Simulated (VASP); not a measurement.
Input of a VASP 6.6.1 run:

Contents of INCAR:

```
SYSTEM = ZrB26N27
ALGO = Normal ; EDIFF = 1E-7
ENCUT = 520 ; GGA = PS
ISIF = 2 ; ISMEAR = -1
ISPIN = 2 ; ISYM = 0
LASPH = .True. ; LCHARG = .False.
LMAXMIX = 4 ; LORBIT = 11
LREAL = Auto ; LWAVE = .False.
MAGMOM = 0 0 0 0 0 0 0 0 0 0 0 0 0 0 0 0 0 0 0 0 0 0 0 0 0 0 0 0 0 0 0.2 0 0 0 0 0 0 0 0 0.2 0 0 0 0 0.2 0 0 0 0 0 0.2 0 0 0.2 ; NBANDS = 150
NELM = 150 ; PREC = Accurate
SIGMA = 0.05
```

File KPOINTS:

```
Automatic mesh
0
Gamma
  1 1 1
  0.25 0.25 0.25
```

POSCAR

```
ZrB26N27
1.0
    0.0000000000      5.4086930000      5.4086930000
    5.4086930000      0.0000000000      5.4086930000
    5.4086930000      5.4086930000      0.0000000000
B N Zr
26 27 1
Direct
    0.9995500000      0.9985670000      0.0011490000
    0.6666650000      0.9985610000      0.0009740000
    0.9995520000      0.6656590000      0.0009760000
    0.9989880000      0.9980000000      0.6692180000
    0.3362320000      0.3352400000      0.3205640000
    0.6678680000      0.6668890000      0.9983600000
    0.6667110000      0.9937420000      0.6702520000
    0.9946320000      0.6657550000      0.6702910000
    0.6675770000      0.6666270000      0.6654690000
    0.9992510000      0.9982750000      0.3341890000
    0.3352800000      0.3342790000      0.0049220000
    0.6670470000      0.9987980000      0.3332230000
    0.9997700000      0.6660570000      0.3332240000
    0.6666770000      0.6656730000      0.3334890000
    0.9953320000      0.3322440000      0.0030580000
    0.3325490000      0.9990320000      0.3343020000
    0.6683930000      0.3324320000      0.9984200000
    0.9949260000      0.3319780000      0.6710870000
    0.3351510000      0.6736830000      0.3203870000
    0.6715300000      0.3339830000      0.6709270000
    0.3332280000      0.9943810000      0.0030400000
    0.0000180000      0.3315520000      0.3342890000
    0.3334030000      0.6674230000      0.9984150000
    0.3329580000      0.9939950000      0.6710810000
    0.6746780000      0.3341400000      0.3204020000
    0.3349910000      0.6705600000      0.6709510000
    0.0829260000      0.0819300000      0.0845650000
    0.7501250000      0.0830330000      0.0840010000
    0.0840030000      0.7491360000      0.0840040000
    0.0829500000      0.0819770000      0.7528250000
    0.4405320000      0.4395270000      0.3473510000
    0.7503210000      0.7493260000      0.0841780000
    0.7492460000      0.0826840000      0.7524550000
    0.0836800000      0.7482330000      0.7524550000
    0.7517370000      0.7508270000      0.7488210000
    0.0829500000      0.0819500000      0.4186220000
    0.4169670000      0.4159920000      0.0817780000
    0.7485200000      0.0828990000      0.4172190000
    0.0838760000      0.7475090000      0.4172450000
    0.4344540000      0.4334300000      0.7717320000
    0.7504180000      0.7494370000      0.4167060000
    0.0838790000      0.4160420000      0.0844600000
    0.4174730000      0.0842610000      0.4175120000
    0.7542050000      0.4162200000      0.0806720000
    0.0372620000      0.4284300000      0.7697070000
    0.4175080000      0.7474840000      0.4178510000
    0.7527820000      0.4162470000      0.7485080000
    0.4170490000      0.0828720000      0.0844790000
    0.0852330000      0.4164840000      0.4175140000
    0.4171950000      0.7532460000      0.0806550000
    0.4293960000      0.0364240000      0.7696610000
    0.7484830000      0.4165060000      0.4178350000
    0.4172140000      0.7518480000      0.7485160000
    0.3466960000      0.3459240000      0.6438600000
```

Potentials or basis: VASP PAW PBE potentials, release 64 (B, N, Zr_sv).

Launch:

```bash
$ cat potpaw_PBE.64/B/POTCAR potpaw_PBE.64/N/POTCAR potpaw_PBE.64/Zr_sv/POTCAR > POTCAR
$ mpirun -np 1 vasp_std > vasp.out
```

Question: What does it give for the net moment?

Answer: 1.00 μB per cell.

Question: What does it give for the band gap on the k mesh?

Answer: 0.10 eV.

Question: Estimate the largest force.

Answer: 0.888 eV/Å.

Question: Predict the site moments.

Answer: B +0.00, +0.01 (each value once); N +0.00, -0.01, -0.00, +0.01 (each value once); Zr +0.55 μB.

Stress tensor (GPa, compression positive):
```
23.16  2.20 -1.50
 2.20 23.15 -1.48
-1.50 -1.48 22.35
```

Caveat: semilocal functionals underestimate gaps, and a narrow one can read as zero; the PAW data sets were made with another functional, which shifts forces and pressure a little.
